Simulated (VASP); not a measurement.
A run of VASP 6.6.1:

Contents of INCAR:

```
PREC = Accurate
ENCUT = 600
EDIFF = 1E-6
ISMEAR = 0
SIGMA = 0.1
LREAL = F
LASPH = T
NELM = 100
ALGO = Normal
ISIF = 3
LWAVE = F
LCHARG = F
GGA = PE
IBRION = 2
NSW = 90
EDIFFG = -0.04
```

KPOINTS

```
Automatic mesh
0
Gamma
  4 4 2
```

The input POSCAR:

```
RbHfCl5
1.0
    4.6914363900      0.0000000000      0.0000000000
    0.0000000000      4.6914363900      0.0000000000
    0.0000000000      0.0000000000      8.2322627300
Rb Hf Cl
1 1 5
Direct
    0.0000000000      0.0000000000      0.5000000000
    0.5000000000      0.5000000000      0.0000000000
    0.0000000000      0.5000000000      0.2839645700
    0.0000000000      0.5000000000      0.7160354300
    0.5000000000      0.0000000000      0.2839645700
    0.5000000000      0.0000000000      0.7160354300
    0.0000000000      0.0000000000      0.0000000000
```

Potentials or basis: VASP PAW PBE potentials, release 64 (Rb_sv, Hf_pv, Cl).

Command:

```bash
$ cat potpaw_PBE.64/Rb_sv/POTCAR potpaw_PBE.64/Hf_pv/POTCAR potpaw_PBE.64/Cl/POTCAR > POTCAR
$ mpirun -np 1 vasp_std > vasp.out
```

Hardware: 1 thread of Oxide Virtual Turin-like Processor, with other jobs on the host.

**Question.** How long does it take, and how much memory?

**Answer.** Wall time 28 min on 1 thread of Oxide Virtual Turin-like Processor, with other jobs on the host, peak memory 0.37 GiB. Counts: scf iterations 176, k points 12, ion steps 17.
